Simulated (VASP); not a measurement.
Crystal: Mo.

```
CELL_PARAMETERS angstrom
2.73551 0.00000 0.00000
-1.36776 2.36902 0.00000
0.00000 0.00000 2.55518
ATOMIC_POSITIONS crystal
Mo 0.00000 0.00000 0.50000
```

- Program: VASP 6.6.1
- Task: relaxation of cell and atoms
- Functional: PBEsol
- Dispersion: D3(BJ)
- Potentials or basis: VASP PAW PBE potentials, release 64 (Mo_sv)
- Cutoff: 600 eV
- k mesh: 11 × 11 × 11
- Occupations: methfessel-paxton, width 0.1 eV
- Spin: no spin polarisation

At the start: pressure -10.9 GPa; volume 16.56 Å³/atom.

Question: Where does the relaxation end?

Answer: Over 9 steps the energy falls by 44.6 meV/atom and the volume is 15.77 Å³/atom (-4.8 %); space group P6/mmm (No. 191, to 0.05 Å).

Step by step:
```csv
step,energy change (eV),largest force (eV/Å),pressure (GPa),volume (Å³)
1,0.0000,0.0000,-10.91,16.56
2,0.1878,0.0000,40.17,13.98
3,-0.0426,0.0000,0.63,15.72
4,-0.0428,0.0000,1.24,15.68
5,-0.0428,0.0000,1.51,15.67
6,-0.0407,0.0000,-0.75,15.83
7,-0.0445,0.0000,0.58,15.73
8,-0.0444,0.0000,-0.95,15.83
9,-0.0446,0.0000,0.02,15.77
```

Final structure:
```
CELL_PARAMETERS angstrom
2.71925 0.00000 0.00000
-1.35962 2.35494 0.00000
0.00000 0.00000 2.46225
ATOMIC_POSITIONS crystal
Mo 0.00000 0.00000 0.50000
```

Caveat: the PAW data sets were made with another functional, which shifts forces and pressure a little; pairwise dispersion overbinds metals, which lowers pressure and volume.
